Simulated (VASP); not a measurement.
# GdN (F-43m) in VASP: notebook

GdN is run at these levels: PBEsol; tasks: single point.

Everything below comes from runs of VASP 6.6.1. Logs are shortened: lines on timing, memory, paths and dates and some standing lists are left out, and cuts for length are marked.

## (1) The cell of the first run

It takes space group F-43m (No. 216, cubic). Conventional cell: a = 5.202 Å, b = 5.202 Å, c = 5.202 Å, α = 90.00°, β = 90.00°, γ = 90.00°. Within 3.0 Å of Gd (site symmetry -43m) lie 4 N at 2.25 Å. N (site symmetry -43m) has 4 Gd at 2.25 Å within 3.0 Å.

## (2) Single point, PBEsol, collinear spin, ferromagnetic start (17.59 Å³/atom)

The input, INCAR:

```
SYSTEM = GdN
PREC     = Accurate       ! precision mode
ENCUT    = 520            ! plane-wave cutoff, eV
EDIFF    = 1E-6           ! SCF threshold, eV
ISMEAR   = 0              ! smearing method
SIGMA    = 0.05           ! smearing width, eV
LREAL    = .FALSE.        ! projectors in reciprocal space
LASPH    = .TRUE.         ! aspherical terms in the spheres
NELM     = 150            ! most SCF steps
ALGO     = Normal         ! electronic algorithm
ISIF     = 2              ! what is computed and relaxed
LWAVE    = .FALSE.        ! write WAVECAR
LCHARG   = .FALSE.        ! write CHGCAR
ISPIN    = 2              ! spin polarisation
MAGMOM   = 7.44 0         ! initial moments
LORBIT   = 11             ! projections on sites
LMAXMIX  = 6              ! l up to which the mixer works
GGA      = PS             ! functional
NBANDS   = 22             ! bands
```

The input, KPOINTS:

```
regular mesh
0
G
  10 10 10
  0 0 0
```

The input, POSCAR:

```
GdN
1.0
    0.0000000000      2.6009353224      2.6009353224
    2.6009353224      0.0000000000      2.6009353224
    2.6009353224      2.6009353224      0.0000000000
Gd N
1 1
Direct
    0.0000000000      0.0000000000      0.0000000000
    0.2500000000      0.2500000000      0.2500000000
```

Potentials or basis: VASP PAW PBE potentials, release 64 (Gd, N).

The run is started by

```console
$ cat potpaw_PBE.64/Gd/POTCAR potpaw_PBE.64/N/POTCAR > POTCAR
$ mpirun -np 1 vasp_std > vasp.out
```

OUTCAR:

```text
SYSTEM = GdN
   PREC = Accurate
   ENCUT = 520
   EDIFF = 1E-6
   ISMEAR = 0
   LREAL = .FALSE.
   LASPH = .TRUE.
   NELM = 150
   ISIF = 2
   ISPIN = 2
   LORBIT = 11
   GGA = PS

 ion  position               nearest neighbor table
   1  0.000  0.000  0.000-   2 2.25   2 2.25   2 2.25   2 2.25
   2  0.250  0.250  0.250-   1 2.25   1 2.25   1 2.25   1 2.25

  LATTYP: Found a face centered cubic cell.
 ALAT       =     5.2018706448

  Lattice vectors:

 A1 = (   0.0000000000,   2.6009353224,   2.6009353224)
 A2 = (   2.6009353224,   0.0000000000,   2.6009353224)
 A3 = (   2.6009353224,   2.6009353224,   0.0000000000)

Analysis of symmetry for initial positions (statically):
=====================================================================
 Subroutine PRICEL returns:
 Original cell was already a primitive cell.

 Routine SETGRP: Setting up the symmetry group for a
 face centered cubic supercell.

 Subroutine GETGRP returns: Found 24 space group operations
 (whereof 24 operations were pure point group operations)
 out of a pool of 48 trial point group operations.

The static configuration has the point symmetry T_d .

Analysis of symmetry for dynamics (positions and initial velocities):
=====================================================================
 Subroutine PRICEL returns:
 Original cell was already a primitive cell.

 Routine SETGRP: Setting up the symmetry group for a
 face centered cubic supercell.

 Subroutine GETGRP returns: Found 24 space group operations
 (whereof 24 operations were pure point group operations)
 out of a pool of 48 trial point group operations.

The dynamic configuration has the point symmetry T_d .

Analysis of structural, dynamic, and magnetic symmetry:
=====================================================================
 Subroutine PRICEL returns:
 Original cell was already a primitive cell.

 Routine SETGRP: Setting up the symmetry group for a
 face centered cubic supercell.

 Subroutine GETGRP returns: Found 24 space group operations
 (whereof 24 operations were pure point group operations)
 out of a pool of 48 trial point group operations.

The overall configuration has the point symmetry T_d .

 Subroutine INISYM returns: Found 24 space group operations
 (whereof 24 operations are pure point group operations),
 and found     1 'primitive' translations

----------------------------------------------------------------------------------------

                                     Primitive cell

  volume of cell :      35.1900

  direct lattice vectors                    reciprocal lattice vectors
     0.000000000  2.600935322  2.600935322    -0.192238537  0.192238537  0.192238537
     2.600935322  0.000000000  2.600935322     0.192238537 -0.192238537  0.192238537
     2.600935322  2.600935322  0.000000000     0.192238537  0.192238537 -0.192238537

  length of vectors
     3.678278008  3.678278008  3.678278008     0.332966912  0.332966912  0.332966912

  position of ions in fractional coordinates (direct lattice)
     0.000000000  0.000000000  0.000000000
     0.250000000  0.250000000  0.250000000

  ion indices of the primitive-cell ions
   primitive index   ion index
                 1           1
                 2           2

----------------------------------------------------------------------------------------

 KPOINTS: regular mesh

Automatic generation of k-mesh.
 Grid dimensions read from file:
 generate k-points for:   10   10   10

 Generating k-lattice:

  Cartesian coordinates                     Fractional coordinates (reciprocal lattice)
    -0.019223854  0.019223854  0.019223854     0.100000000  0.000000000  0.000000000
     0.019223854 -0.019223854  0.019223854     0.000000000  0.100000000  0.000000000
     0.019223854  0.019223854 -0.019223854     0.000000000  0.000000000  0.100000000

  Length of vectors
     0.033296691  0.033296691  0.033296691

  Shift w.r.t. Gamma in fractional coordinates (k-lattice)
     0.000000000  0.000000000  0.000000000

 Subroutine IBZKPT returns following result:
 ===========================================

 Found     47 irreducible k-points:

 Following reciprocal coordinates:
            Coordinates               Weight
  0.000000  0.000000  0.000000      1.000000
  0.100000  0.000000  0.000000      8.000000
  0.200000  0.000000  0.000000      8.000000
  0.300000  0.000000  0.000000      8.000000
  0.400000  0.000000  0.000000      8.000000
  0.500000  0.000000  0.000000      4.000000
[... 16 lines left out ...]
  0.300000  0.300000  0.000000      6.000000
  0.400000  0.300000  0.000000     24.000000
 [... further k-points ...]
   k-points           NKPTS =     47   k-points in BZ     NKDIM =     47   number of bands    NBANDS=     22
   number of dos      NEDOS =    301   number of ions     NIONS =      2
   total plane-waves  NPLWV =  21952
   dimension x,y,z NGX =    28 NGY =   28 NGZ =   28
   dimension x,y,z NGXF=    56 NGYF=   56 NGZF=   56
   ions per type =               1   1
   NGX,Y,Z   is equivalent  to a cutoff of  12.66, 12.66, 12.66 a.u.
   NGXF,Y,Z  is equivalent  to a cutoff of  25.31, 25.31, 25.31 a.u.
 SYSTEM =  GdN
   PREC   = accura    normal or accurate (medium, high low for compatibility)
   ISTART =      0    job   : 0-new  1-cont  2-samecut
   ICHARG =      2    charge: 1-file 2-atom 10-const
   ISPIN  =      2    spin polarized calculation?
   LNONCOLLINEAR =      F non collinear calculations
   LSORBIT =      F    spin-orbit coupling
   LASPH  =      T    aspherical Exc in radial PAW
   ENCUT  =  520.0 eV  38.22 Ry    6.18 a.u.   6.84  6.84  6.84*2*pi/ulx,y,z
   NELM   =    150;   NELMIN=  2; NELMDL= -5     # of ELM steps
   EDIFF  = 0.1E-05   stopping-criterion for ELM
   LREAL  =      F    real-space projection
   EDIFFG = 0.1E-04   stopping-criterion for IOM
   NSW    =      0    number of steps for IOM
   IBRION =     -1    ionic relax: 0-MD 1-quasi-New 2-CG
   NFREE  =      0    steps in history (QN), initial steepest desc. (CG)
   ISIF   =      2    stress and relaxation
   ISYM   =      2    0-nonsym 1-usesym 2-fastsym
   POTIM  = 0.5000    time-step for ionic-motion
   TEBEG  =    0.0;   TEEND  =   0.0 temperature during run
   PSTRESS=    0.0 pullay stress
   NELECT =      23.0000    total number of electrons
   NUPDOWN=      -1.0000    fix difference up-down
   EMIN   =  10.00;   EMAX   =-10.00  energy-range for DOS
   EFERMI =   0.00;   METHOD = LEGACY
   ISMEAR =     0;   SIGMA  =   0.05  broadening in eV -4-tet -1-fermi 0-gaus
   EFERMI_NEDOS =   21; number of points for ismear=-14 and -15
   IALGO  =     38    algorithm
   IMIX   =      4    mixing-type and parameters
     AMIX     =   0.40;   BMIX     =  1.00
     AMIX_MAG =   1.60;   BMIX_MAG =  1.00
  volume/ion in A,a.u.               =      17.59       118.74
  Fermi-wavevector in a.u.,A,eV,Ry     =   1.420729  2.684788 27.462961  2.018471
  Thomas-Fermi vector in A             =   2.541613
   LORBIT       =     11    0 simple, 1 ext, 2 COOP (PROOUT), +10 PAW based schemes
   GGA     = PS    functional components
   LHFCALC =     F    Hartree Fock is set to
   AEXX    =    0.0000 exact exchange contribution
   IVDW    =     0    specifies the selected vdW correction
   LEPSILON=     F    determine dielectric tensor
   LRPA    =     F    only Hartree local field effects (RPA)
 spin polarized calculation
 Gauss-broadening in eV      SIGMA  =   0.05
  energy-cutoff  :      520.00
  volume of cell :       35.19
 maximum number of plane-waves:       962
   NGX = 13   NGY = 13   NGZ = 13

 number of electron      23.0000009 magnetization       7.0001054

 Free energy of the ion-electron system (eV)
  ---------------------------------------------------
  ext. energy  EPLUGINS =         0.00000000
  ---------------------------------------------------
  free energy    TOTEN  =       -23.54915821 eV

  energy without entropy =      -23.54915821  energy(sigma->0) =      -23.54915821

 E-fermi :   2.6587     XC(G=0): -10.8486

 val. band max:        2.4023593329   @ k =   0.5000   0.5000   0.0000
 cond. band min:       3.5203693645   @ k =   0.0000   0.0000   0.0000
 fundamental gap:      1.1180100316
 Fermi energy:         2.6587256011

 spin component 1

 k-point     1 :       0.0000    0.0000    0.0000
  band No.  band energies     occupation
      1     -40.5539      1.00000
      2     -17.7565      1.00000
      3     -17.7565      1.00000
      4     -17.7565      1.00000
      5      -9.9427      1.00000
      6      -0.5720      1.00000
[... 14 lines left out ...]
     21      11.1715      0.00000
     22      17.0362      0.00000
[... 552 lines left out ...]
  band No.  band energies     occupation
      1     -40.4871      1.00000
      2     -18.5729      1.00000
      3     -18.0156      1.00000
      4     -17.9852      1.00000
      5      -8.7963      1.00000
      6      -1.0144      1.00000
[... 14 lines left out ...]
     21      11.8424      0.00000
     22      15.3691      0.00000

 [... further k-points ...]

 spin component 2

 k-point     1 :       0.0000    0.0000    0.0000
  band No.  band energies     occupation
      1     -37.4885      1.00000
      2     -15.5472      1.00000
      3     -15.5472      1.00000
      4     -15.5472      1.00000
      5      -9.8676      1.00000
      6       0.2561      1.00000
[... 14 lines left out ...]
     21      12.0019      0.00000
     22      17.4663      0.00000
[... 552 lines left out ...]
  band No.  band energies     occupation
      1     -37.3993      1.00000
      2     -16.6901      1.00000
      3     -15.8816      1.00000
      4     -15.8412      1.00000
      5      -8.4847      1.00000
      6      -0.5513      1.00000
[... 14 lines left out ...]
     21      12.8005      0.00000
     22      16.0759      0.00000

 [... further k-points ...]
[... 5 lines left out ...]
  --------------------------------------------------------------------------------------
  -------------------------------------------------------------------------------------
  Total        1.1524373      1.1524373      1.1524373      0.0000000     -0.0000000     -0.0000000
  in kB       52.4697781     52.4697781     52.4697781      0.0000000     -0.0000000     -0.0000000
  external PRESSURE =      52.4697781 kB  Pullay stress =       0.0000000 kB

 VOLUME and BASIS-vectors are now :
 -----------------------------------------------------------------------------
  energy-cutoff  :      520.00
  volume of cell :       35.19
      direct lattice vectors                 reciprocal lattice vectors
     0.000000000  2.600935322  2.600935322    -0.192238537  0.192238537  0.192238537
     2.600935322  0.000000000  2.600935322     0.192238537 -0.192238537  0.192238537
     2.600935322  2.600935322  0.000000000     0.192238537  0.192238537 -0.192238537

 POSITION                                       TOTAL-FORCE (eV/Angst)
 -----------------------------------------------------------------------------------
      0.00000      0.00000      0.00000         0.000000      0.000000      0.000000
      1.30047      1.30047      1.30047        -0.000000     -0.000000     -0.000000
 -----------------------------------------------------------------------------------
    total drift:                               -0.000000     -0.000000     -0.000000

  FREE ENERGIE OF THE ION-ELECTRON SYSTEM (eV)
  ---------------------------------------------------
  free  energy   TOTEN  =       -23.5491582130 eV

  energy  without entropy=      -23.5491582130  energy(sigma->0) =      -23.54915821

 total charge

# of ion       s       p       d       f       tot
--------------------------------------------------
    1        2.050   5.622   0.656   7.004  15.332
    2        1.260   2.433   0.000   0.000   3.693
--------------------------------------------------
tot          3.309   8.055   0.656   7.004  19.025

 magnetization (x)

# of ion       s       p       d       f       tot
--------------------------------------------------
    1        0.002  -0.069   0.071   6.783   6.787
    2       -0.008  -0.048   0.000   0.000  -0.056
--------------------------------------------------
tot         -0.006  -0.117   0.071   6.783   6.731
```

Run time: 3.3 min. Hardware: 1 thread of Intel Xeon 6975P-C (Granite Rapids), shared host; peak memory 0.23 GiB.

What came out:

| Quantity | Value |
| --- | --- |
| Free energy | -23.5492 eV |
| Pressure | 5.2 GPa |
| Band gap on the k mesh | 1.12 eV (least direct gap 1.83 eV) |
| Net moment | 7.00 μB per cell |
| Site moments | Gd +6.79; N -0.06 μB |
| Valence electrons inside the program's atomic spheres | Gd 15.33; N 3.69 |

Caveat: the cell stands under pressure; the PAW data sets were made with another functional, which shifts forces and pressure a little; spin-orbit coupling is left out, which moves the levels of the heavy elements; a cell with one magnetic atom can't hold antiferromagnetic order, which such compounds often take; semilocal functionals describe open f shells poorly, which spoils levels, moments and volumes. The state reached can hang on the start; a lower one may exist.

(Part 1 of 2 ends here.)
